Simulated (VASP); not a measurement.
Wanted: the native input for a VASP 6.6.1 run.

| Property | Result |
| --- | --- |
| Task | single point |
| Functional | PBEsol |
| Potentials or basis | VASP PAW PBE potentials, release 64 (Rb_sv) |
| Cutoff | 520 eV |
| k mesh | 12 × 12 × 12 |
| Occupations | gaussian, width 0.15 eV |
| Spin | no spin polarisation |
| Dipole correction | no |
| Further INCAR settings | ALGO = Fast; EDIFF = 1e-07; NBANDS = 10 |

The structure of Rb lies in POSCAR:

```
Rb
1.0
   -2.7639100000      2.7639100000      2.8901800000
    2.7639100000     -2.7639100000      2.8901800000
    2.7639100000      2.7639100000     -2.8901800000
Rb
1
Direct
    0.0000000000      0.0000000000      0.0000000000
```

This cell differs from its parent crystal: strain -0.015 along x and y, +0.030 along z.

These files were run (other wordings do the same):

INCAR

```
PREC = Accurate
ENCUT = 520
EDIFF = 1E-7
ISMEAR = 0
SIGMA = 0.15
LREAL = False
LASPH = True
NELM = 60
ALGO = Fast
ISIF = 2
LWAVE = False
LCHARG = False
GGA = PS
NBANDS = 10
```

KPOINTS

```
Automatic mesh
0
Gamma
  12 12 12
```

Potentials or basis: VASP PAW PBE potentials, release 64 (Rb_sv).

The run is started by

```bash
$ cat potpaw_PBE.64/Rb_sv/POTCAR > POTCAR
$ mpirun -np 1 vasp_std > vasp.out
```

Results of the run:

| Item | Value |
| --- | --- |
| Pressure | -0.1 GPa |

Caveat: the cell differs from its parent crystal (strain -0.015 along x and y, +0.030 along z); the PAW data sets were made with another functional, which shifts forces and pressure a little.

It took 4.7 min on 1 thread of AMD EPYC 7R13, with other jobs on the host, peak memory 0.26 GiB.
